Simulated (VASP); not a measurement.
Wanted: the native input for a VASP 6.6.1 run.

| Property | Result |
| --- | --- |
| Task | relaxation of the atoms |
| Functional | PBE |
| Potentials or basis | VASP PAW PBE potentials, release 64 (Ti_sv, O) |
| Cutoff | 520 eV |
| k mesh | 7 × 6 × 1 |
| Occupations | gaussian, width 0.1 eV |
| Spin | no spin polarisation |
| Dipole correction | yes |
| Atoms held fixed (from 0) | [0, 1, 2, 3, 4, 5, 6, 7, 8] |
| Further INCAR settings | ALGO = Normal; EDIFF = 1e-07; NELMDL = -8; IBRION = 2; EDIFFG = -0.025; NSW = 36 |
| Atoms held along some axes (from 0) | atom 9 along a and b |

The structure of Ti9O lies in POSCAR:

```
Ti9O
1.0
    4.5793473384      0.0000000000      0.0000000000
   -2.2896736692      4.8731803162      0.0000000000
    0.0000000000      0.0000000000     20.8008028743
Ti O
9 1
Selective dynamics
Direct
    0.5259511638      0.0519023277      0.1923002696  F F F
    0.8311413966      0.6622827932      0.2107665516  F F F
    0.1363316294      0.2726632588      0.2292328336  F F F
    0.3570925604      0.7141851209      0.3030979614  F F F
    0.6640848036      0.3281368293      0.3193552712  F F F
    0.9697449199      0.9393324566      0.3378269323  F F F
    0.1905287717      0.3816414157      0.4115069868  F F F
    0.5011079537      0.0025593275      0.4254608481  F F F
    0.8026484483      0.6055378328      0.4471367250  F F F
    1.3026484483      0.6055378328      0.4827122749  F F T
```

One way to write it, as run:

INCAR

```
SYSTEM = Ti9O
  PREC = Accurate
  ENCUT = 520
  EDIFF = 1E-7
  ISMEAR = 0
  SIGMA = 0.1
  LREAL = .FALSE.
  LASPH = .TRUE.
  NELM = 120
  ALGO = Normal
  ISIF = 2
  LWAVE = .FALSE.
  LCHARG = .FALSE.
  LDIPOL = .TRUE.
  IDIPOL = 3
  DIPOL = 0.5 0.5 0.336
  GGA = PE
  IBRION = 2
  NSW = 36
  EDIFFG = -0.025
  GGA_COMPAT = .FALSE.
  NELMIN = 4
  NELMDL = -8
  KPAR = 8
```

KPOINTS

```
regular mesh
0
G
  7 6 1
  0 0 0
```

Potentials or basis: VASP PAW PBE potentials, release 64 (Ti_sv, O).

Launch:

```bash
$ cat potpaw_PBE.64/Ti_sv/POTCAR potpaw_PBE.64/O/POTCAR > POTCAR
$ mpirun -np 8 vasp_std > vasp.out
```

It gave:

```json
{
  "Energy gained by relaxing": "2.7 meV/atom",
  "Ionic steps": "3",
  "Band gap on the k mesh": "zero (bands 57 and 58 overlap by 0.12 eV)"
}
```

Wall time 6.9 min on 8 MPI ranks on AMD EPYC 9R45 96-Core Processor (Zen 5), with other jobs on the host, peak memory 0.85 GiB a rank.
